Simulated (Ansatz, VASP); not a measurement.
BaH4 in VASP and in Ansatz

File INCAR:

```
SYSTEM = BaH4
PREC     = Accurate       ! precision mode
ENCUT    = 600            ! plane-wave cutoff, eV
EDIFF    = 1E-6           ! SCF threshold, eV
ISMEAR   = 0              ! smearing method
SIGMA    = 0.1            ! smearing width, eV
LREAL    = .False.        ! projectors in reciprocal space
LASPH    = .True.         ! aspherical terms in the spheres
NELM     = 60             ! most SCF steps
ALGO     = Normal         ! electronic algorithm
ISIF     = 3              ! what is computed and relaxed
LWAVE    = .False.        ! write WAVECAR
LCHARG   = .False.        ! write CHGCAR
GGA      = PE             ! functional
IBRION   = 2              ! ionic algorithm
NSW      = 100            ! ionic steps
EDIFFG   = -0.01          ! ionic threshold
```

KPOINTS

```
Automatic mesh
0
Gamma
  12 12 10
  0 0 0
```

The input POSCAR:

```
BaH4
1.0
    4.5666878556      0.0000000000      0.0000000000
   -2.2833439278      3.9548676941      0.0000000000
    0.0000000000      0.0000000000      4.0588188643
Ba H
1 4
Direct
    0.0000000000      0.0000000000      0.0000000000
    0.3333333333      0.6666666667      0.8944166279
    0.3333333333      0.6666666667      0.1055833721
    0.6666666667      0.3333333333      0.1055833721
    0.6666666667      0.3333333333      0.8944166279
```

Input for Ansatz:

```yaml
crystal:
  lattice:
    - [4.5666878556, 0.0, 0.0]
    - [-2.2833439278, 3.9548676941, 0.0]
    - [0.0, 0.0, 4.0588188643]
  atoms:
    - { symbol: Ba, position: [0.0, 0.0, 0.0] }
    - { symbol: H, position: [0.3333333333, 0.6666666667, 0.8944166279] }
    - { symbol: H, position: [0.3333333333, 0.6666666667, 0.1055833721] }
    - { symbol: H, position: [0.6666666667, 0.3333333333, 0.1055833721] }
    - { symbol: H, position: [0.6666666667, 0.3333333333, 0.8944166279] }
basis:
  ecutwfc: 420
kpoints:
  mp_grid: { grid: [12, 12, 10] }
hamiltonian:
  xc: pbe
scf:
  occupations: { method: gaussian, width: 0.1 }
output:
  forces: true
  stress: true
  eigenvalues: true
  write_density: true
  write_potential: true
  elf: true
  volumetric_format: npy
relax:
  adjacent_minimum: "off"
  f_tol: 0.01
  max_steps: 80
  cell: { stress_tol: 0.05 }
```

Alike in both runs: task relaxation of cell and atoms; functional PBE; k mesh 12 × 12 × 10; occupations gaussian, width 0.1 eV; no spin polarisation.

```csv
,VASP,Ansatz
version,VASP 6.6.1,Ansatz 0.2.0
potentials or method,"VASP PAW PBE potentials, release 64 (Ba_sv, H), cutoff 600 eV","scalar-relativistic, plane waves, PAW"
valence electrons in the cell,14,14
```

|  | VASP | Ansatz | Ansatz less VASP |
| --- | --- | --- | --- |
| gap on the k mesh at the Fermi level, each at its own relaxed structure (eV) | none | none | - |
| relaxed volume (Å³/atom) | 14.92 | 14.56 | -0.361 |
| relaxed cell length with the largest relative difference (Å) | 4.640 | 4.599 | -0.0414 |

A gap of «none» marks a metal or a gap that the smearing closes.

Spin-orbit coupling is off throughout.
